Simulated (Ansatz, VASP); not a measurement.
# One calculation of AlIn2N3, two programs

```
Al In N
1.0
     4.94070   -2.84337    0.00000
     4.94070    2.84337    0.00000
     0.00000    0.00000    5.28167
Al In N
2 4 6
Direct
  0.33943 0.66057 0.98908
  0.66057 0.33943 0.48908
  0.98583 0.33725 0.98710
  0.66275 0.01417 0.98710
  0.01417 0.66275 0.48710
  0.33725 0.98583 0.48710
  0.97218 0.33115 0.38589
  0.66885 0.02782 0.38589
  0.02782 0.66885 0.88589
  0.33115 0.97218 0.88589
  0.36941 0.63059 0.33693
  0.63059 0.36941 0.83693
```

Change from the starting cell: equal strain along all axes, cell held, atoms relaxed: -3.0 %.

Alike in both runs: functional PBEsol; k mesh 6 × 6 × 6; occupations gaussian, width 0.02 eV; no spin polarisation.

Ansatz relaxed the structure, and its values are those at the end. VASP's run is a single point on that final structure, the one shown.

|  | VASP | Ansatz |
| --- | --- | --- |
| version | VASP 6.6.1 | Ansatz 0.2.0 |
| potentials or method | VASP PAW PBE potentials, release 64 (Al, In_d, N), cutoff 520 eV | scalar-relativistic, plane waves, PAW |
| valence electrons in the cell | 88 | 88 |

```tsv
	VASP	Ansatz	Ansatz less VASP
gap on the k mesh at the Fermi level (eV)	1.32	1.32	0.000
least direct gap on the mesh (eV)	1.32	1.32	0.000
pressure (GPa)	17.6	17.4	-0.17
rms of the force components (eV/Å)	0.007	0.001	-0.0057
```

VASP's potentials were made for PBE, not for PBEsol. The functional is the same, so the differences come from potentials, cutoffs and numerics. Ansatz's warnings: stress scf threshold loose.
